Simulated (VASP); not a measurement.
# Zr in VASP: relaxation of the atoms with PBE

Aim: the relaxation of the atoms of Zr with PBE.

All numbers are computed with VASP 6.6.1; they aren't measurements. Logs are shortened: lines on timing, memory, paths and dates and some standing lists are left out, and cuts for length are marked.

## Step 1: The cell of the first run

The cell holds a slab with vacuum, 3 atoms: a = 3.231 Å, b = 3.231 Å, c = 21.175 Å, α = 90.00°, β = 90.00°, γ = 120.00°.

## Step 2: Relaxation of the atoms, PBE

Input file INCAR:

```
ALGO = Normal
DIPOL = 0.5 0.5 0.500
EDIFF = 1E-7
EDIFFG = -0.01
ENCUT = 450
GGA = PE
GGA_COMPAT = False
IBRION = 2
IDIPOL = 3
ISIF = 2
ISMEAR = -1
LASPH = True
LCHARG = False
LDIPOL = True
LREAL = False
LWAVE = False
NELM = 120
NELMDL = -8
NELMIN = 4
NSW = 60
PREC = Accurate
SIGMA = 0.08
```

Input file KPOINTS:

```
k-points
0
Gamma
  15 15 1
```

Input file POSCAR:

```
Zr
1.0
    3.2310992950      0.0000000000      0.0000000000
   -1.6155496475      2.7982140717      0.0000000000
    0.0000000000      0.0000000000     21.1751000000
Zr
3
Direct
    0.0000000000      0.0000000000      0.3778013843
    0.3333333340      0.6666666660      0.5000000000
    0.0000000000      0.0000000000      0.6221986157
```

Potentials or basis: VASP PAW PBE potentials, release 64 (Zr_sv).

On the command line:

```sh
$ cat potpaw_PBE.64/Zr_sv/POTCAR > POTCAR
$ mpirun -np 1 vasp_std > vasp.out
```

OUTCAR:

```text
EDIFF = 1E-7
   EDIFFG = -0.01
   ENCUT = 450
   GGA = PE
   IBRION = 2
   ISIF = 2
   ISMEAR = -1
   LASPH = True
   LREAL = False
   NELM = 120
   NELMDL = -8
   NELMIN = 4
   NSW = 60
   PREC = Accurate

 ion  position               nearest neighbor table
   1  0.000  0.000  0.378-   2 3.19   2 3.19   2 3.19
   2  0.333  0.667  0.500-   1 3.19   3 3.19   1 3.19   3 3.19   1 3.19   3 3.19
   3  0.000  0.000  0.622-   2 3.19   2 3.19   2 3.19

  LATTYP: Found a hexagonal cell.
 ALAT       =     3.2310992950
 C/A-ratio  =     6.5535280927

  Lattice vectors:

 A1 = (   3.2310992950,   0.0000000000,   0.0000000000)
 A2 = (  -1.6155496475,   2.7982140717,   0.0000000000)
 A3 = (   0.0000000000,   0.0000000000,  21.1751000000)

Analysis of symmetry for initial positions (statically):
=====================================================================
 Subroutine PRICEL returns:
 Original cell was already a primitive cell.

 Routine SETGRP: Setting up the symmetry group for a
 hexagonal supercell.

 Subroutine GETGRP returns: Found 12 space group operations
 (whereof 12 operations were pure point group operations)
 out of a pool of 24 trial point group operations.

The static configuration has the point symmetry D_3h.

Analysis of symmetry for dynamics (positions and initial velocities):
=====================================================================
 Subroutine PRICEL returns:
 Original cell was already a primitive cell.

 Routine SETGRP: Setting up the symmetry group for a
 hexagonal supercell.

 Subroutine GETGRP returns: Found 12 space group operations
 (whereof 12 operations were pure point group operations)
 out of a pool of 24 trial point group operations.

The dynamic configuration has the point symmetry D_3h.

 Subroutine INISYM returns: Found 12 space group operations
 (whereof 12 operations are pure point group operations),
 and found     1 'primitive' translations

----------------------------------------------------------------------------------------

                                     Primitive cell

  volume of cell :     191.4506

  direct lattice vectors                    reciprocal lattice vectors
     3.231099295  0.000000000  0.000000000     0.309492191  0.178685400  0.000000000
    -1.615549647  2.798214072  0.000000000     0.000000000  0.357370800  0.000000000
     0.000000000  0.000000000 21.175100000     0.000000000  0.000000000  0.047225279

  length of vectors
     3.231099295  3.231099295 21.175100000     0.357370800  0.357370800  0.047225279

  position of ions in fractional coordinates (direct lattice)
     0.000000000  0.000000000  0.377801384
     0.333333334  0.666666666  0.500000000
     0.000000000  0.000000000  0.622198616

  ion indices of the primitive-cell ions
   primitive index   ion index
                 1           1
                 2           2
                 3           3

----------------------------------------------------------------------------------------

 KPOINTS: k-points

Automatic generation of k-mesh.
 Grid dimensions read from file:
 generate k-points for:   15   15    1

 Generating k-lattice:

  Cartesian coordinates                     Fractional coordinates (reciprocal lattice)
     0.020632813  0.011912360  0.000000000     0.066666667  0.000000000  0.000000000
     0.000000000  0.023824720  0.000000000     0.000000000  0.066666667  0.000000000
     0.000000000  0.000000000  0.047225279     0.000000000  0.000000000  1.000000000

  Length of vectors
     0.023824720  0.023824720  0.047225279

  Shift w.r.t. Gamma in fractional coordinates (k-lattice)
     0.000000000  0.000000000  0.000000000

 Subroutine IBZKPT returns following result:
 ===========================================

 Found     27 irreducible k-points:

 Following reciprocal coordinates:
            Coordinates               Weight
  0.000000  0.000000  0.000000      1.000000
  0.066667  0.000000  0.000000      6.000000
  0.133333 -0.000000  0.000000      6.000000
  0.200000  0.000000  0.000000      6.000000
  0.266667 -0.000000  0.000000      6.000000
  0.333333 -0.000000  0.000000      6.000000
[... 16 lines left out ...]
  0.333333  0.200000  0.000000     12.000000
  0.400000  0.200000  0.000000      6.000000
 [... further k-points ...]
   k-points           NKPTS =     27   k-points in BZ     NKDIM =     27   number of bands    NBANDS=     22
   number of dos      NEDOS =    301   number of ions     NIONS =      3
   total plane-waves  NPLWV =  86400
   dimension x,y,z NGX =    24 NGY =   24 NGZ =  150
   dimension x,y,z NGXF=    48 NGYF=   48 NGZF=  300
   ions per type =               3
   NGX,Y,Z   is equivalent  to a cutoff of  12.35, 12.35, 11.78 a.u.
   NGXF,Y,Z  is equivalent  to a cutoff of  24.70, 24.70, 23.55 a.u.
 SYSTEM =  unknown system
   PREC   = accura    normal or accurate (medium, high low for compatibility)
   ISTART =      0    job   : 0-new  1-cont  2-samecut
   ICHARG =      2    charge: 1-file 2-atom 10-const
   ISPIN  =      1    spin polarized calculation?
   LNONCOLLINEAR =      F non collinear calculations
   LSORBIT =      F    spin-orbit coupling
   LASPH  =      T    aspherical Exc in radial PAW
   ENCUT  =  450.0 eV  33.07 Ry    5.75 a.u.   5.59  5.59 36.63*2*pi/ulx,y,z
   NELM   =    120;   NELMIN=  4; NELMDL= -8     # of ELM steps
   EDIFF  = 0.1E-06   stopping-criterion for ELM
   LREAL  =      F    real-space projection
   EDIFFG = -.1E-01   stopping-criterion for IOM
   NSW    =     60    number of steps for IOM
   IBRION =      2    ionic relax: 0-MD 1-quasi-New 2-CG
   NFREE  =      1    steps in history (QN), initial steepest desc. (CG)
   ISIF   =      2    stress and relaxation
   ISYM   =      2    0-nonsym 1-usesym 2-fastsym
   POTIM  = 0.5000    time-step for ionic-motion
   TEBEG  =    0.0;   TEEND  =   0.0 temperature during run
   PSTRESS=    0.0 pullay stress
   NELECT =      36.0000    total number of electrons
   NUPDOWN=      -1.0000    fix difference up-down
   EMIN   =  10.00;   EMAX   =-10.00  energy-range for DOS
   EFERMI =   0.00;   METHOD = LEGACY
   ISMEAR =    -1;   SIGMA  =   0.08  broadening in eV -4-tet -1-fermi 0-gaus
   EFERMI_NEDOS =   21; number of points for ismear=-14 and -15
   IALGO  =     38    algorithm
   IMIX   =      4    mixing-type and parameters
     AMIX     =   0.40;   BMIX     =  1.00
     AMIX_MAG =   1.60;   BMIX_MAG =  1.00
  volume/ion in A,a.u.               =      63.82       430.66
  Fermi-wavevector in a.u.,A,eV,Ry     =   0.937900  1.772375 11.968464  0.879657
  Thomas-Fermi vector in A             =   2.065058
   LORBIT       =      0    0 simple, 1 ext, 2 COOP (PROOUT), +10 PAW based schemes
   GGA     = PE    functional components
   LHFCALC =     F    Hartree Fock is set to
   AEXX    =    0.0000 exact exchange contribution
   IVDW    =     0    specifies the selected vdW correction
   LEPSILON=     F    determine dielectric tensor
   LRPA    =     F    only Hartree local field effects (RPA)
 conjugate gradient relaxation of ions
 non-spin polarized calculation
  energy-cutoff  :      450.00
  volume of cell :      191.45
 maximum number of plane-waves:      4195
 NGX is ok and might be reduce to    24
   NGX = 11   NGY = 11   NGZ = 73

 dipolmoment           0.000000      0.000000      0.000000 electrons x Angstroem

--------------------------------------- Ionic step        1  -------------------------------------------

 number of electron      36.0000000 magnetization

 Free energy of the ion-electron system (eV)
  ---------------------------------------------------
  ext. energy  EPLUGINS =         0.00000000
  ---------------------------------------------------
  free energy    TOTEN  =       -23.77443029 eV

  energy without entropy =      -23.66107120  energy(sigma->0) =      -23.71775074

------------------------ aborting loop because EDIFF is reached ----------------------------------------

  FORCE on cell =-STRESS in cart. coord.  units (eV):
  Direction    XX          YY          ZZ          XY          YZ          ZX
  --------------------------------------------------------------------------------------
  -------------------------------------------------------------------------------------
  Total       -2.5407387     -2.5407387     -1.8184806      0.0000000      0.0000000      0.0000000
  in kB      -21.2624780    -21.2624780    -15.2181738      0.0000000      0.0000000      0.0000000
  external PRESSURE =     -19.2477099 kB  Pullay stress =       0.0000000 kB
[... 170 lines left out ...]
  energy  without entropy=      -23.7005539482  energy(sigma->0) =      -23.75489963

--------------------------------------- Ionic step        6  -------------------------------------------

 number of electron      36.0000001 magnetization

 dipolmoment           0.000000      0.000000     -0.000000 electrons x Angstroem

 Free energy of the ion-electron system (eV)
  ---------------------------------------------------
  ext. energy  EPLUGINS =         0.00000000
  ---------------------------------------------------
  free energy    TOTEN  =       -23.80928134 eV

  energy without entropy =      -23.70078690  energy(sigma->0) =      -23.75503412

 E-fermi :   0.7086     XC(G=0):  -4.9447

 val. band max:        0.7082162796   @ k =   0.4000  -0.0000   0.0000
 cond. band min:       0.7110794120   @ k =   0.4667   0.0667   0.0000
 fundamental gap:      0.0028631324
 Fermi energy:         0.7085661905

 k-point     1 :       0.0000    0.0000    0.0000
  band No.  band energies     occupation
      1     -48.2012      2.00000
      2     -48.1911      2.00000
      3     -47.7473      2.00000
      4     -26.5351      2.00000
      5     -26.2998      2.00000
      6     -25.8382      2.00000
[... 574 lines left out ...]
      6     -26.3484      2.00000
[... 14 lines left out ...]
     21       1.3297      0.00085
     22       1.7581      0.00000

 [... further k-points ...]

------------------------ aborting loop because EDIFF is reached ----------------------------------------

 vacuum level on the upper side and lower side of the slab       (xc-potential included)        -0.010        -0.010

  FORCE on cell =-STRESS in cart. coord.  units (eV):
  Direction    XX          YY          ZZ          XY          YZ          ZX
  --------------------------------------------------------------------------------------
  -------------------------------------------------------------------------------------
  Total       -1.6988081     -1.6988081     -0.0050109      0.0000000      0.0000000      0.0000000
  in kB      -14.2166799    -14.2166799     -0.0419343      0.0000000      0.0000000      0.0000000
  external PRESSURE =      -9.4917647 kB  Pullay stress =       0.0000000 kB

 VOLUME and BASIS-vectors are now :
 -----------------------------------------------------------------------------
  energy-cutoff  :      450.00
  volume of cell :      191.45
      direct lattice vectors                 reciprocal lattice vectors
     3.231099295  0.000000000  0.000000000     0.309492191  0.178685400  0.000000000
    -1.615549647  2.798214072  0.000000000     0.000000000  0.357370800  0.000000000
     0.000000000  0.000000000 21.175100000     0.000000000  0.000000000  0.047225279
[... 9 lines left out ...]
  FREE ENERGIE OF THE ION-ELECTRON SYSTEM (eV)
  ---------------------------------------------------
  free  energy   TOTEN  =       -23.8092813366 eV

  energy  without entropy=      -23.7007868984  energy(sigma->0) =      -23.75503412

 reached required accuracy - stopping structural energy minimisation

 vacuum level on the upper side and lower side of the slab         4.906         4.906
```

Run time: 17 min. Hardware: 1 thread of Intel Xeon 8259CL, shared host; peak memory 0.32 GiB.

Results:

- Free energy: -23.8093 eV
- Energy gained by relaxing: 11.6 meV/atom
- Ionic steps: 6
- Band gap on the k mesh: zero (bands 18 and 19 overlap by 1.24 eV)

Step by step:
| step | energy change (eV) | largest force (eV/Å) | pressure (GPa) |
| --- | --- | --- | --- |
| 1 | 0.0000 | 0.3501 | -1.92 |
| 2 | -0.0109 | 0.2953 | -1.76 |
| 3 | -0.0318 | 0.1112 | -1.24 |
| 4 | -0.0096 | 0.3535 | -0.08 |
| 5 | -0.0348 | 0.0122 | -0.98 |
| 6 | -0.0349 | 0.0001 | -0.95 |

Final structure:
```cif
data_structure
_symmetry_space_group_name_H-M 'P 1'
_symmetry_Int_Tables_number 1
_cell_length_a 3.2311
_cell_length_b 3.2311
_cell_length_c 21.1751
_cell_angle_alpha 90.000
_cell_angle_beta 90.000
_cell_angle_gamma 120.000
_cell_volume 191.45
loop_
_atom_site_label
_atom_site_type_symbol
_atom_site_fract_x
_atom_site_fract_y
_atom_site_fract_z
_atom_site_occupancy
Zr1 Zr 0.00000 0.00000 0.38227 1
Zr2 Zr 0.33333 0.66667 0.50000 1
Zr3 Zr 0.00000 0.00000 0.61773 1
```

Levels at points of the mesh, in eV from the Fermi level:
```tsv
k point	band 15	band 16	band 17	band 18	band 19	band 20	band 21	band 22
(0.00, 0.00, 0.00)	-3.01	-0.03	0.06	0.88	0.88	0.89	0.89	1.05
```
